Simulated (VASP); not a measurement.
# Cu3N: single point with PBE

Cu3N:

```xyz
4
Lattice="3.7964 0.0000 0.0000 0.0000 3.7964 0.0000 0.0000 0.0000 3.7964" Properties=species:S:1:pos:R:3 pbc="T T T"
Cu    1.8982    0.0000    0.0000
Cu    0.0000    1.8982    0.0000
Cu    0.0000    0.0000    1.8982
N     0.0000    0.0000    0.0000
```

| Item | Value |
| --- | --- |
| Program | VASP 6.6.1 |
| Task | single point |
| Functional | PBE |
| Potentials or basis | VASP PAW PBE potentials, release 64 (Cu, N) |
| Cutoff | 600 eV |
| k mesh | 10 × 10 × 10 |
| Occupations | gaussian, width 0.01 eV |
| Spin | no spin polarisation |
| Dipole correction | no |
| Further INCAR settings | ALGO = Normal; EDIFF = 1e-06; NBANDS = 27 |

```yaml
Pressure: 3.8 GPa
Band_gap_on_the_k_mesh: 0.17 eV (least direct gap 0.71 eV)
```

Levels at points of the mesh, in eV from the valence-band top:
```
           k point  band 15  band 16  band 17  band 18  band 19  band 20  band 21  band 22  band 23  band 24
(0.00, 0.00, 0.00)    -2.39    -1.86    -1.86    -1.86    -1.82     1.04     5.35     5.35     6.63     6.63
(0.50, 0.00, 0.00)    -2.38    -2.21    -1.86    -1.43    -1.43     1.61     3.35     6.87     7.24     7.24
(0.50, 0.50, 0.00)    -2.44    -2.18    -1.09    -1.09    -0.70     0.17     3.63     4.86     4.86     8.24
(0.50, 0.50, 0.50)    -1.90    -1.90     0.00     0.00     0.00     0.78     0.78     0.78     6.14     8.11
```

It took 120 s on 1 thread of Oxide Virtual Turin-like Processor, with other jobs on the host, peak memory 0.19 GiB.

Caveat: the cell stands under pressure; semilocal functionals underestimate gaps, and a narrow one can read as zero. A k mesh can miss the band edges.
